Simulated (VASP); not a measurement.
# Al2InAs3 (I-4m2) in VASP: notebook, part 2 of 2

VASP 6.6.1. The steps go on from the part before.

## Step 4: Single point, PBE

This run uses another cell than the first one, of 25.35 Å³/atom, 1.185 times its volume.

INCAR reads:

```
SYSTEM = Al2InAs3
PREC = Accurate ; ENCUT = 520
EDIFF = 1E-6 ; ISMEAR = 0
SIGMA = 0.02 ; LREAL = .False.
LASPH = .True. ; NELM = 80
ALGO = Normal ; ISIF = 2
LWAVE = .False. ; LCHARG = .False.
GGA = PE ; NBANDS = 26
```

KPOINTS reads:

```
Automatic mesh
0
Gamma
  10 10 10
  0 0 0
```

POSCAR reads:

```
Al2InAs3
1.0
   -2.0750725398      2.0750725398      8.8307481048
    2.0750725398     -2.0750725398      8.8307481048
    2.0750725398      2.0750725398     -8.8307481048
Al In As
2 1 3
Direct
    0.6706647132      0.6706647132      0.0000000000
    0.3293352868      0.3293352868      0.0000000000
    0.0000000000      0.0000000000      0.0000000000
    0.9073036385      0.4073036385      0.5000000000
    0.2500000000      0.7500000000      0.5000000000
    0.5926963615      0.0926963615      0.5000000000
```

Potentials or basis: VASP PAW PBE potentials, release 64 (Al, In_d, As).

The run is started by

```sh
$ cat potpaw_PBE.64/Al/POTCAR potpaw_PBE.64/In_d/POTCAR potpaw_PBE.64/As/POTCAR > POTCAR
$ mpirun -np 1 vasp_std > vasp.out
```

OUTCAR:

```text
SYSTEM = Al2InAs3
   PREC = Accurate
   ENCUT = 520
   EDIFF = 1E-6
   ISMEAR = 0
   LREAL = .False.
   LASPH = .True.
   NELM = 80
   ISIF = 2
   GGA = PE

 ion  position               nearest neighbor table
   1  0.671  0.671  0.000-   6 2.49   6 2.49   5 2.50   5 2.50
   2  0.329  0.329  0.000-   4 2.49   4 2.49   5 2.50   5 2.50
   3  0.000  0.000  0.000-   6 2.64   4 2.64   6 2.64   4 2.64
   4  0.907  0.407  0.500-   2 2.49   2 2.49   3 2.64   3 2.64
   5  0.250  0.750  0.500-   2 2.50   1 2.50   2 2.50   1 2.50
   6  0.593  0.093  0.500-   1 2.49   1 2.49   3 2.64   3 2.64

  LATTYP: Found a body centered tetragonal cell.
 ALAT       =     4.1501450796
 C/A-ratio  =     4.2556334467

  Lattice vectors:

 A1 = (  -2.0750725398,   2.0750725398,   8.8307481048)
 A2 = (   2.0750725398,  -2.0750725398,   8.8307481048)
 A3 = (   2.0750725398,   2.0750725398,  -8.8307481048)

Analysis of symmetry for initial positions (statically):
=====================================================================
 Subroutine PRICEL returns:
 Original cell was already a primitive cell.

 Routine SETGRP: Setting up the symmetry group for a
 body centered tetragonal supercell.
[... 173 lines left out ...]

  energy without entropy =      -26.40764069  energy(sigma->0) =      -26.40764069

 E-fermi :   3.9217     XC(G=0):  -8.9053

 val. band max:        3.8187328983   @ k =   0.0000   0.0000   0.0000
 cond. band min:       4.6610377545   @ k =   0.0000   0.0000   0.0000
 fundamental gap:      0.8423048562
 Fermi energy:         3.9216975666

 k-point     1 :       0.0000    0.0000    0.0000
  band No.  band energies     occupation
      1     -10.4133      2.00000
      2     -10.2735      2.00000
      3     -10.2735      2.00000
      4     -10.2110      2.00000
      5     -10.2038      2.00000
      6      -7.8662      2.00000
[... 685 lines left out ...]
     25       9.6594      0.00000
     26      10.1549      0.00000

 [... further k-points ...]
[... 5 lines left out ...]
  --------------------------------------------------------------------------------------
  -------------------------------------------------------------------------------------
  Total        0.0984072      0.0984072      0.0968518      0.0000000      0.0000000     -0.0000000
  in kB        1.0366053      1.0366053      1.0202210      0.0000000      0.0000000     -0.0000000
  external PRESSURE =       1.0311438 kB  Pullay stress =       0.0000000 kB

 VOLUME and BASIS-vectors are now :
 -----------------------------------------------------------------------------
  energy-cutoff  :      520.00
  volume of cell :      152.10
      direct lattice vectors                 reciprocal lattice vectors
    -2.075072540  2.075072540  8.830748105     0.000000000  0.240955432  0.056620345
     2.075072540 -2.075072540  8.830748105     0.240955432  0.000000000  0.056620345
     2.075072540  2.075072540 -8.830748105     0.240955432  0.240955432  0.000000000

 POSITION                                       TOTAL-FORCE (eV/Angst)
 -----------------------------------------------------------------------------------
      0.00000      0.00000     11.84494         0.000000      0.000000      0.001836
      0.00000      0.00000      5.81655         0.000000      0.000000     -0.001836
      0.00000      0.00000      0.00000        -0.000000      0.000000      0.000000
      0.00000      2.07507      7.19359         0.000000     -0.000000      0.002614
      2.07507      0.00000      4.41537        -0.000000      0.000000      0.000000
      0.00000      2.07507      1.63716         0.000000     -0.000000     -0.002614
 -----------------------------------------------------------------------------------
    total drift:                               -0.000000      0.000000     -0.000000

  FREE ENERGIE OF THE ION-ELECTRON SYSTEM (eV)
  ---------------------------------------------------
  free  energy   TOTEN  =       -26.4076406854 eV

  energy  without entropy=      -26.4076406854  energy(sigma->0) =      -26.40764069
```

OSZICAR:

```text
N       E                     dE             d eps       ncg     rms          rms(c)
DAV:   1     0.208273467612E+03    0.20827E+03   -0.13502E+04  5304   0.118E+03
DAV:   2    -0.435779375143E+01   -0.21263E+03   -0.19936E+03  5738   0.267E+02
DAV:   3    -0.262231689065E+02   -0.21865E+02   -0.21462E+02  6798   0.909E+01
DAV:   4    -0.270941611005E+02   -0.87099E+00   -0.86737E+00  6440   0.192E+01
DAV:   5    -0.271323633002E+02   -0.38202E-01   -0.38188E-01  8266   0.404E+00    0.617E+00
DAV:   6    -0.264816688902E+02    0.65069E+00   -0.10048E+00  8064   0.107E+01    0.379E+00
DAV:   7    -0.264064002413E+02    0.75269E-01   -0.54251E-01  7550   0.398E+00    0.989E-01
DAV:   8    -0.264049977220E+02    0.14025E-02   -0.41688E-02  6894   0.182E+00    0.604E-01
DAV:   9    -0.264070007394E+02   -0.20030E-02   -0.48242E-03  6150   0.454E-01    0.170E-01
DAV:  10    -0.264074586888E+02   -0.45795E-03   -0.42837E-04  7672   0.113E-01    0.130E-01
DAV:  11    -0.264076224700E+02   -0.16378E-03   -0.16580E-04  6212   0.807E-02    0.380E-02
DAV:  12    -0.264076384524E+02   -0.15982E-04   -0.30311E-05  7516   0.573E-02    0.273E-02
DAV:  13    -0.264076407160E+02   -0.22636E-05   -0.71535E-06  6158   0.184E-02    0.405E-03
DAV:  14    -0.264076406854E+02    0.30618E-07   -0.13704E-06  5050   0.678E-03
   1 F= -.26407641E+02 E0= -.26407641E+02  d E =-.696310E-16
```

stdout:

```text
POSCAR found type information on POSCAR AlInAs
 POSCAR found :  3 types and       6 ions
 scaLAPACK will be used
 LDA part: xc-table for (Slater+PW92), standard interpolation
 POSCAR, INCAR and KPOINTS ok, starting setup
 FFT: planning ... GRIDC
 FFT: planning ... GRID_SOFT
 FFT: planning ... GRID
 WAVECAR not read
 entering main loop
```

It took 39 min on 1 thread of Intel Xeon Platinum 8375C at 2.90GHz (Ice Lake), shared host; peak memory 0.95 GiB.

Results:

```
Free energy            : -26.4076 eV
Pressure               : 0.1 GPa
Band gap on the k mesh : 0.84 eV, direct
```

Forces on the atoms (eV/Å):
```
Al   0.000  0.000  0.002
Al   0.000  0.000 -0.002
In   0.000  0.000  0.000
As   0.000  0.000  0.003
As   0.000  0.000  0.000
As   0.000  0.000 -0.003
```

Levels at points of the mesh, in eV from the valence-band top:
```csv
k point,band 14,band 15,band 16,band 17,band 18,band 19,band 20,band 21
"(0.00, 0.00, 0.00)",-1.64,-0.19,0.00,0.00,0.84,1.68,2.09,2.66
"(0.50, 0.00, 0.00)",-1.21,-1.18,-0.90,-0.47,1.47,2.61,2.82,4.20
"(0.50, 0.50, 0.00)",-2.63,-2.61,-2.16,-2.15,1.48,2.00,3.05,3.15
"(0.50, 0.50, 0.50)",-1.03,-1.03,-0.55,-0.55,1.47,2.08,2.79,3.02
```

Caveat: spin-orbit coupling is left out, which moves the levels of the heavy elements. A k mesh can miss the band edges.

## Step 5: The runs side by side

| cell | k mesh | smearing | gap on the mesh (eV) | pressure (GPa) |
| --- | --- | --- | --- | --- |
| a = 8.779 Å, angles 154.2, 154.2, 36.9°, 6 atoms | 6 × 6 × 6 | gaussian 0.1 eV | 1.19 | 16.5 |
| a = 9.288 Å, angles 154.2, 154.2, 36.8°, 6 atoms | 6 × 6 × 6 | gaussian 0.1 eV | 0.86 | 0.2 |
| a = 9.306 Å, angles 154.2, 154.2, 36.8°, 6 atoms | 10 × 10 × 10 | gaussian 0.02 eV | 0.84 | 0.1 |

Alike in all rows: task single point; level PBE; potentials or basis VASP PAW PBE potentials, release 64 (Al, In_d, As); no spin polarisation; cutoff (eV) 520.

Caveats: spin-orbit coupling is left out, which moves the levels of the heavy elements; forces of over 1 eV/Å act on the atoms, so gaps and moduli don't describe the material at rest (some runs).

Absolute energies hang on the potentials; compare differences alone.
